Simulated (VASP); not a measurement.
Crystal: RbBr.

```
CELL_PARAMETERS angstrom
0.00000 3.46105 3.46105
3.46105 0.00000 3.46105
3.46105 3.46105 0.00000
ATOMIC_POSITIONS crystal
Rb 0.00000 0.00000 0.00000
Br 0.50000 0.50000 0.50000
```

Base run:

```yaml
Program: VASP 6.6.1
Functional: PBE
Potentials_or_basis: VASP PAW PBE potentials, release 64 (Rb_sv, Br)
Cutoff: 520 eV
k_mesh: 4 × 4 × 4
Occupations: gaussian, width 0.01 eV
Spin: no spin polarisation
```

Its results: band gap on the k mesh 4.29 eV; pressure 0.6 GPa.

Question: The run is repeated on the same cell with these changes: functional from PBE to r2SCAN; k mesh from 4 × 4 × 4 to 6 × 6 × 6. What comes out?

Answer: Band gap on the k mesh 4.89 eV; pressure 0.0 GPa.

Several settings changed at once.

Caveats: the PAW data sets were made with another functional, which shifts forces and pressure a little (at least some runs).

